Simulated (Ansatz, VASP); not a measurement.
# SiNi3 in VASP and in Ansatz

The input POSCAR:

```
SiNi3
1.0
    3.6114686170      0.0000000000      0.0000000000
    0.0000000000      3.6114686170      0.0000000000
    0.0000000000      0.0000000000      3.6114686170
Ni Si
3 1
Direct
    0.5000000000      0.5000000000      0.0000000000
    0.5000000000      0.0000000000      0.5000000000
    0.0000000000      0.5000000000      0.5000000000
    0.0000000000      0.0000000000      0.0000000000
```

File INCAR.step1:

```
ALGO = Normal ; EDIFF = 1E-4
ENCUT = 520 ; GGA = PE
ISMEAR = -1 ; ISPIN = 2
LASPH = True ; LCHARG = False
LMAXMIX = 4 ; LREAL = False
LWAVE = True ; MAGMOM = 1 1 1 0
NBANDS = 29 ; NELM = 150
PREC = Accurate ; SIGMA = 0.05
```

File INCAR.step2:

```
ALGO = Normal ; EDIFF = 1E-7
ENCUT = 520 ; ISIF = 2
ISMEAR = -1 ; ISPIN = 2
ISTART = 1 ; LASPH = True
LCHARG = True ; LELF = True
LMAXMIX = 4 ; LMIXTAU = True
LORBIT = 11 ; LREAL = False
LVHAR = True ; LWAVE = False
MAGMOM = 1 1 1 0 ; METAGGA = R2SCAN
NBANDS = 29 ; NELM = 150
PREC = Accurate ; SIGMA = 0.05
```

The input KPOINTS:

```
k-points
0
Gamma
  8 8 8
```

File input.yaml:

```yaml
crystal:
  lattice:
    - [3.611468617, 0.0, 0.0]
    - [0.0, 3.611468617, 0.0]
    - [0.0, 0.0, 3.611468617]
  atoms:
    - { symbol: Ni, position: [0.5, 0.5, 0.0], spin: 1.0 }
    - { symbol: Ni, position: [0.5, 0.0, 0.5], spin: 1.0 }
    - { symbol: Ni, position: [0.0, 0.5, 0.5], spin: 1.0 }
    - { symbol: Si, position: [0.0, 0.0, 0.0] }
hamiltonian:
  xc: r2scan
  pseudopotentials: { kind: paw }
magnetization:
  spin_polarized: true
kpoints:
  mp_grid: { grid: [8, 8, 8] }
scf:
  occupations: { method: fermi_dirac, width: 0.05 }
output:
  forces: true
  stress: true
  eigenvalues: true
  write_density: true
  write_potential: true
  elf: true
  volumetric_format: npy
```

Alike in both runs: task single point; functional r2SCAN; k mesh 8 × 8 × 8; occupations fermi-dirac, width 0.05 eV; collinear spin.

|  | VASP | Ansatz |
| --- | --- | --- |
| version | VASP 6.6.1 | Ansatz 0.2.0 |
| potentials or method | VASP PAW PBE potentials, release 64 (Ni, Si) | Ansatz PAW |
| plane-wave cutoff (eV) | 520 | 500 |
| valence electrons in the cell | 34 | 58 |

|  | VASP | Ansatz | Ansatz less VASP |
| --- | --- | --- | --- |
| gap on the k mesh at the Fermi level (eV) | none | none | - |
| pressure (GPa) | -21.8 | -22.1 | -0.37 |
| net moment per atom (μB) | 0.00 | 0.05 | +0.048 |
| size of the moment on the site where the two differ most (μB) | 0.00 | 0.08 | +0.080 |

VASP's potentials were made for PBE, not for r2SCAN. Site moments also hang on the region over which each program counts them. A gap of «none» marks a metal or a gap that the smearing closes. VASP's potentials hold 34 valence electrons a cell and Ansatz's 58, so a difference there can come from the potentials and not from the codes.

Noted on Ansatz's run: the magnetic or orbital state may not be the lowest.
